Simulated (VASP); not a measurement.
InP, 2 atoms in the cell. The structure is cubic, space group F-43m (No. 216). Conventional cell: a = 5.908 Å, b = 5.908 Å, c = 5.908 Å, α = 90.00°, β = 90.00°, γ = 90.00°. Within 3.4 Å of In (site symmetry -43m) lie 4 P at 2.56 Å. P (site symmetry -43m) has 4 In at 2.56 Å within 3.4 Å. 

- Program: VASP 6.6.1
- Task: single point
- Functional: PBE
- Potentials or basis: VASP PAW PBE potentials, release 64 (In_d, P)
- Cutoff: 500 eV
- k mesh: 4 × 4 × 4
- Occupations: fermi-dirac, width 0.02 eV
- Spin: non-collinear spin, zero start, spin-orbit coupling
- Starting moments: [[0.0, 0.0, 0.0], [0.0, 0.0, 0.0]] μB
- Dipole correction: no
- Further INCAR settings: ALGO = Normal; EDIFF = 1e-06; NBANDS = 30

Potentials or basis: VASP PAW PBE potentials, release 64 (In_d, P).

Launch:

```console
$ cat potpaw_PBE.64/In_d/POTCAR potpaw_PBE.64/P/POTCAR > POTCAR
$ mpirun -np 1 vasp_ncl > vasp.out
```

Hardware: 1 thread of Intel(R) Xeon(R) 6975P-C (Granite Rapids), with other jobs on the host.

Estimate the wall time of this run.

It took 17 s on 1 thread of Intel(R) Xeon(R) 6975P-C (Granite Rapids), on a shared host, peak memory 0.27 GiB. Counts: scf iterations 13, k points 10.
